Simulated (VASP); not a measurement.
Write the native input for VASP 6.6.1 that does the following.

* Task: single point
* Functional: LDA
* Potentials or basis: VASP PAW LDA potentials, release 64 (Ti_sv, Hg)
* Cutoff: 520 eV
* k mesh: 11 × 11 × 9
* Occupations: gaussian, width 0.01 eV
* Spin: no spin polarisation
* Dipole correction: no
* Further INCAR settings: ALGO = Normal; EDIFF = 1e-06; NBANDS = 19

The structure of TiHg lies in POSCAR:

```
TiHg
1.0
    2.9889400000      0.0000000000      0.0000000000
    0.0000000000      2.9889400000      0.0000000000
    0.0000000000      0.0000000000      4.0954236296
Ti Hg
1 1
Direct
    0.5000000000      0.5000000000      0.5000000000
    0.0000000000      0.0000000000      0.0000000000
```

The input as run:

INCAR

```
PREC = Accurate
ENCUT = 520
EDIFF = 1E-6
ISMEAR = 0
SIGMA = 0.01
LREAL = False
LASPH = True
NELM = 60
ALGO = Normal
ISIF = 2
LWAVE = False
LCHARG = False
GGA = CA
NBANDS = 19
```

KPOINTS

```
Automatic mesh
0
Gamma
  11 11 9
```

Potentials or basis: VASP PAW LDA potentials, release 64 (Ti_sv, Hg).

Launch:

```sh
$ cat potpaw_LDA.64/Ti_sv/POTCAR potpaw_LDA.64/Hg/POTCAR > POTCAR
$ mpirun -np 1 vasp_std > vasp.out
```

It gave:

```json
{
 "Pressure": "-6.1 GPa",
 "Band gap on the k mesh": "zero (bands 12 and 13 overlap by 1.13 eV)"
}
```

Caveat: the cell stands under tension; spin-orbit coupling is left out, which moves the levels of the heavy elements.

Run time: 44 s on 1 thread of Intel(R) Xeon(R) Platinum 8259CL CPU @ 2.50GHz (Skylake/Cascade Lake), on a shared host, peak memory 0.19 GiB.
